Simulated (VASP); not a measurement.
A run of VASP 6.6.1 is set up as follows.

The input INCAR:

```
SYSTEM = Mg6I
ALGO = Normal ; DIPOL = 0.5 0.5 0.486
EDIFF = 1E-6 ; ENCUT = 520
GGA = PE ; IDIPOL = 3
ISIF = 2 ; ISMEAR = 0
IVDW = 12 ; LASPH = .True.
LCHARG = .False. ; LDIPOL = .True.
LREAL = .False. ; LWAVE = .False.
NBANDS = 32 ; NELM = 80
PREC = Accurate ; SIGMA = 0.1
```

Contents of KPOINTS:

```
k-points
0
Gamma
  3 4 1
  0 0 0
```

Contents of POSCAR:

```
Mg6I
1.0
    6.2975027423      0.0000000000      0.0000000000
    0.0000000000      5.0545862324      0.0000000000
    0.0000000000      0.0000000000     24.3994635811
Mg I
12 2
Direct
    0.5000000000      0.7500000000      0.3278760606
    0.0000000000      0.7500000000      0.3278760606
    0.7500000000      0.2500000000      0.3651295937
    0.2500000000      0.2500000000      0.3651295937
    0.7500000000      0.7500000000      0.4396366601
    0.2500000000      0.7500000000      0.4396366601
    0.0000101300      0.2442759570      0.4754410106
    0.4999805087      0.2557628066      0.4754508143
    0.0001661095      0.7410111132      0.5477618172
    0.5000854862      0.7589574330      0.5477659438
    0.2501846039      0.2500761975      0.5851963520
    0.7502275103      0.2499533902      0.5851659951
    0.5004952471     -0.4723033468      0.6640731633
    0.0004184120     -0.0278172587      0.6640564652
```

Potentials or basis: VASP PAW PBE potentials, release 64 (Mg, I).

Run with:

```console
$ cat potpaw_PBE.64/Mg/POTCAR potpaw_PBE.64/I/POTCAR > POTCAR
$ mpirun -np 1 vasp_std > vasp.out
```

Predict the band gap on the k mesh.

zero (band 19 reaches -0.54 eV, above the bottom of band 20 at -1.20 eV).

Predict the dispersion energy per atom.

-0.245 eV.

What does it give for the largest force?

0.109 eV/Å.

Forces on the atoms (eV/Å):
```
Mg   0.000 -0.014  0.054
Mg   0.000  0.014  0.054
Mg   0.000  0.000 -0.109
Mg   0.000  0.000 -0.109
Mg   0.001  0.000  0.064
Mg   0.001  0.000  0.064
Mg   0.000 -0.001  0.001
Mg   0.001  0.000  0.000
Mg  -0.001  0.002 -0.001
Mg   0.001 -0.001 -0.001
Mg   0.001  0.001 -0.004
Mg   0.000 -0.001 -0.003
I   -0.002 -0.001 -0.006
I   -0.001  0.001 -0.005
```

Caveat: spin-orbit coupling is left out, which moves the levels of the heavy elements.
